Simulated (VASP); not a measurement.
# H5C10Cl in VASP: notebook, part 2 of 2

VASP 6.6.1. Earlier steps stand in the parts before.

## (4) Single point, PBEsol

The input, INCAR:

```
PREC = Accurate
ENCUT = 520
EDIFF = 1E-6
ISMEAR = 0
SIGMA = 0.05
LREAL = Auto
LASPH = True
NELM = 60
ALGO = Normal
ISIF = 2
LWAVE = False
LCHARG = False
GGA = PS
NBANDS = 74
```

The input, KPOINTS:

```
regular mesh
0
Gamma
  2 2 1
```

The input, POSCAR:

```
H5C10Cl
1.0
    5.0487420000      0.0000000000      0.0000000000
    0.0000000000      5.0487420000      0.0000000000
    0.0000000000      0.0000000000     16.8355610000
H C Cl
10 20 2
Direct
    0.4277867635      0.0000000000      0.0593980801
    0.0722132365      0.0000000000      0.0593980801
    0.9277867635      0.0000000000      0.0593980801
    0.5722132365      0.0000000000      0.0593980801
    0.4277867635      0.5000000000      0.0593980801
    0.0722132365      0.5000000000      0.0593980801
    0.9277867635      0.5000000000      0.0593980801
    0.5722132365      0.5000000000      0.0593980801
    0.2494762062      0.3265603590      0.4388944330
    0.7499862342      0.4916868400      0.3661212715
    0.2499999010      0.0000000000      0.0970979821
    0.7499999010      0.0000000000      0.0970979821
    0.2499999010      0.5000000000      0.0970979821
    0.7499999010      0.5000000000      0.0970979821
    0.2499999010      0.2499999010      0.1501108279
    0.7499999010      0.2499999010      0.1501108279
    0.2499999010      0.7499999010      0.1501108279
    0.7499999010      0.7499999010      0.1501108279
   -0.0041293455      0.2501674675      0.1982438839
    0.5041194420      0.2501759844      0.1982424583
   -0.0000190146      0.7499495914      0.2078459993
    0.5000202031      0.7499470165      0.2078496226
   -0.0019836625      0.0164145841      0.2574598494
    0.5019699957      0.0164137918      0.2574655516
   -0.0025885656      0.4837397118      0.2573788898
    0.5025857927      0.4837383253      0.2573797808
    0.2500012874      0.1130913404      0.2969487028
    0.7499822728      0.0920047014      0.3056745184
    0.2499949492      0.3879049474      0.2965785340
    0.7499892052      0.4115593548      0.3056011617
   -0.2500028720     -0.0312406536      0.4046469850
    0.2504223824      0.4626730778      0.5049024502
```

Potentials or basis: VASP PAW PBE potentials, release 64 (H, C, Cl).

Run with:

```sh
$ cat potpaw_PBE.64/H/POTCAR potpaw_PBE.64/C/POTCAR potpaw_PBE.64/Cl/POTCAR > POTCAR
$ mpirun -np 1 vasp_std > vasp.out
```

OUTCAR:

```text
PREC = Accurate
   ENCUT = 520
   EDIFF = 1E-6
   ISMEAR = 0
   LREAL = Auto
   LASPH = True
   NELM = 60
   ISIF = 2
   GGA = PS

 ion  position               nearest neighbor table
   1  0.428  0.000  0.059-   4 0.73  11 1.10
   2  0.072  0.000  0.059-   3 0.73  11 1.10
   3  0.928  0.000  0.059-   2 0.73  12 1.10
   4  0.572  0.000  0.059-   1 0.73  12 1.10
   5  0.428  0.500  0.059-   8 0.73  13 1.10
   6  0.072  0.500  0.059-   7 0.73  13 1.10
   7  0.928  0.500  0.059-   6 0.73  14 1.10
   8  0.572  0.500  0.059-   5 0.73  14 1.10
[... 531 lines left out ...]
  Total       73.2012703     -8.7872475     -5.0337609     -0.0018444      0.0119375      0.0048586
  in kB      273.2972435    -32.8072248    -18.7935669     -0.0068861      0.0445686      0.0181394
  external PRESSURE =      73.8988173 kB  Pullay stress =       0.0000000 kB

 VOLUME and BASIS-vectors are now :
 -----------------------------------------------------------------------------
  energy-cutoff  :      520.00
  volume of cell :      429.14
      direct lattice vectors                 reciprocal lattice vectors
     5.048742000  0.000000000  0.000000000     0.198069143  0.000000000  0.000000000
     0.000000000  5.048742000  0.000000000     0.000000000  0.198069143  0.000000000
     0.000000000  0.000000000 16.835561000     0.000000000  0.000000000  0.059398080

 POSITION                                       TOTAL-FORCE (eV/Angst)
 -----------------------------------------------------------------------------------
      2.15978      0.00000      1.00000        -8.947988     -0.043614      0.040843
      0.36459      0.00000      1.00000         8.947838     -0.043611      0.040860
      4.68416      0.00000      1.00000        -8.960721     -0.058297      0.033410
      2.88896      0.00000      1.00000         8.960574     -0.058302      0.033356
      2.15978      2.52437      1.00000        -8.943968      0.043502      0.040269
      0.36459      2.52437      1.00000         8.943817      0.043523      0.040244
[... 24 lines left out ...]
      3.78654      4.89102      6.81246         0.000290      0.027107     -0.068372
      1.26432      2.33592      8.50032        -0.001076     -0.039745     -0.057529
 -----------------------------------------------------------------------------------
    total drift:                                0.002201      0.000587     -0.052935

  FREE ENERGIE OF THE ION-ELECTRON SYSTEM (eV)
  ---------------------------------------------------
  free  energy   TOTEN  =      -214.0819833710 eV

  energy  without entropy=     -214.0819833710  energy(sigma->0) =     -214.08198337
```

Run time: 5.6 min. Hardware: 1 thread of Intel Xeon 8259CL, shared host; peak memory 0.48 GiB.

What came out:

| Property | Result |
| --- | --- |
| Free energy | -214.0820 eV |
| Largest force | 8.961 eV/Å |
| Band gap on the k mesh | 0.97 eV |

Forces on the atoms (eV/Å):
```
H   -8.948 -0.044  0.041
H    8.948 -0.044  0.041
H   -8.961 -0.058  0.033
H    8.961 -0.058  0.033
H   -8.944  0.044  0.040
H    8.944  0.044  0.040
H   -8.960  0.060  0.032
H    8.960  0.060  0.032
H    0.001  0.041  0.064
H    0.000  0.011  0.031
C    0.000 -0.131  1.272
C    0.000 -0.192  1.173
C    0.000  0.121  1.298
C    0.000  0.186  1.174
C   -0.001 -0.059 -2.946
C   -0.001  0.008 -3.907
C    0.000  0.049  0.734
C    0.000  0.016  0.735
C    0.015 -0.003 -0.007
C   -0.014 -0.005 -0.005
C    0.001  0.000 -0.001
C   -0.002  0.001 -0.002
C   -0.008 -0.039  0.003
C    0.010 -0.039  0.000
C   -0.007  0.048  0.004
C    0.005  0.049  0.004
C   -0.003 -0.066  0.041
C    0.004 -0.041  0.120
C    0.000  0.061  0.028
C    0.001 -0.006  0.020
Cl   0.000  0.027 -0.068
Cl  -0.001 -0.040 -0.058
```

Levels at points of the mesh, in eV from the valence-band top:
| k point | band 50 | band 51 | band 52 | band 53 | band 54 | band 55 |
| --- | --- | --- | --- | --- | --- | --- |
| (0.00, 0.00, 0.00) | -1.39 | -0.53 | -0.09 | 1.18 | 2.55 | 3.61 |
| (0.50, 0.00, 0.00) | -2.24 | -2.15 | -1.26 | 1.49 | 3.65 | 3.72 |
| (0.00, 0.50, 0.00) | -1.24 | -0.29 | 0.00 | 0.97 | 3.37 | 3.39 |
| (0.50, 0.50, 0.00) | -2.46 | -2.43 | -1.02 | 1.41 | 3.84 | 4.25 |

Caveat: the k points lie up to 0.62 Å⁻¹ apart; there is no dipole correction, which matters where the two faces differ; the PAW data sets were made with another functional, which shifts forces and pressure a little.

## (5) Single point, PBEsol

The input, INCAR:

```
PREC = Accurate ; ENCUT = 520
EDIFF = 1E-6 ; ISMEAR = 0
SIGMA = 0.05 ; LREAL = Auto
LASPH = True ; NELM = 60
ALGO = Normal ; ISIF = 2
LWAVE = False ; LCHARG = False
GGA = PS ; NBANDS = 74
```

KPOINTS is that of step 4.

The input, POSCAR:

```
H5C10Cl
1.0
    5.0487420000      0.0000000000      0.0000000000
    0.0000000000      5.0487420000      0.0000000000
    0.0000000000      0.0000000000     16.8355610000
H C Cl
10 20 2
Direct
    0.4277867635      0.0000000000      0.0593980801
    0.0722132365      0.0000000000      0.0593980801
    0.9277867635      0.0000000000      0.0593980801
    0.5722132365      0.0000000000      0.0593980801
    0.4277867635      0.5000000000      0.0593980801
    0.0722132365      0.5000000000      0.0593980801
    0.9277867635      0.5000000000      0.0593980801
    0.5722132365      0.5000000000      0.0593980801
    0.2591170236      0.4778796381      0.3683877835
    0.7408861455      0.4778725076      0.3683791113
    0.2500000990      0.0000000000      0.0970980415
    0.7500000990      0.0000000000      0.0970980415
    0.2500000990      0.5000000000      0.0970980415
    0.7500000990      0.5000000000      0.0970980415
    0.2500000990      0.2500000990      0.1501108279
    0.7500000990      0.2500000990      0.1501108279
    0.2500000990      0.7500000990      0.1501108279
    0.7500000990      0.7500000990      0.1501108279
   -0.0000303046      0.2561846099      0.1969633207
    0.5000320872      0.2470904633      0.2008522912
    0.0000112899      0.7506162921      0.2057168157
    0.4999904927      0.7441047691      0.2089479525
    0.0000126764      0.0207544771      0.2510421839
    0.5000000000      0.0024265451      0.2631350984
   -0.0000263432      0.4858008193      0.2569755769
    0.5000247586      0.4773072183      0.2581086547
    0.2360102774      0.0965347407      0.3018307498
    0.7639922975      0.0965555380      0.3018287897
    0.2475905879      0.4096727462      0.3054942452
    0.7524153542      0.4096915628      0.3055048774
   -0.0000413965     -0.0147735812      0.3977768843
    0.5001174550      0.4650881348      0.4789734064
```

Run with:

```sh
$ cat potpaw_PBE.64/H/POTCAR potpaw_PBE.64/C/POTCAR potpaw_PBE.64/Cl/POTCAR > POTCAR
$ mpirun -np 1 vasp_std > vasp.out
```

Wall time 4.5 min (1 thread of Intel Xeon 8259CL, shared host); peak memory 0.48 GiB.

Results (log left out):

```yaml
Free_energy: -212.9017 eV
Largest_force: 8.969 eV/Å
Band_gap_on_the_k_mesh: 0.40 eV
```

Forces in eV/Å, atoms in the order of the input:
```
H   -8.965 -0.033  0.013
H    8.943 -0.065  0.020
H   -8.943 -0.065  0.020
H    8.965 -0.033  0.013
H   -8.968  0.071 -0.022
H    8.947 -0.006  0.071
H   -8.947 -0.006  0.071
H    8.968  0.071 -0.022
H    0.003  0.088  0.091
H   -0.003  0.091  0.100
C    0.163 -0.152  1.288
C   -0.163 -0.153  1.288
C    0.465  0.171  1.244
C   -0.466  0.172  1.244
C    0.345 -0.117 -3.056
C   -0.346 -0.118 -3.060
C    0.061 -0.109  0.505
C   -0.061 -0.108  0.505
C    0.010  0.084 -0.065
C   -0.007 -0.008 -0.029
C   -0.003  0.059  0.140
C    0.003  0.054  0.064
C   -0.003 -0.077  0.074
C    0.001  0.005  0.034
C    0.007  0.116 -0.173
C   -0.005  0.089 -0.145
C   -0.030 -0.036  0.039
C    0.031 -0.041  0.042
C   -0.039 -0.043 -0.041
C    0.038 -0.046 -0.052
Cl  -0.001  0.076 -0.042
Cl   0.000  0.068 -0.158
```

Levels at points of the mesh, in eV from the valence-band top:
```tsv
k point	band 48	band 49	band 50	band 51	band 52	band 53	band 54	band 55	band 56	band 57
(0.00, 0.00, 0.00)	-0.65	-0.34	-0.22	-0.03	0.00	0.46	1.64	2.88	3.63	3.76
(0.50, 0.00, 0.00)	-2.46	-2.18	-0.24	-0.14	-0.04	0.90	1.08	3.87	3.95	4.52
(0.00, 0.50, 0.00)	-0.41	-0.30	-0.18	-0.13	0.00	0.40	1.72	3.48	3.53	3.60
(0.50, 0.50, 0.00)	-2.72	-2.46	-0.25	-0.22	-0.06	1.09	1.12	4.32	4.39	4.42
```

Caveat: the k points lie up to 0.62 Å⁻¹ apart; there is no dipole correction, which matters where the two faces differ; the PAW data sets were made with another functional, which shifts forces and pressure a little.

## (6) Overview

```csv
cell,gap on the mesh (eV),largest force (eV/Å)
"as given, atomic positions A",0.97,8.96
"as given, atomic positions B",0.97,8.96
"as given, atomic positions C",0.40,8.97
```

Alike in all rows: task single point; level PBEsol; potentials or basis VASP PAW PBE potentials, release 64 (H, C, Cl); no spin polarisation; k mesh 2 × 2 × 1; cutoff (eV) 520; smearing gaussian 0.05 eV.

Caveats: all runs use coarse meshes; there is no dipole correction, which matters where the two faces differ; the PAW data sets were made with another functional, which shifts forces and pressure a little.

Total energies depend on the potentials used, so only differences within one code and one set of settings carry meaning.
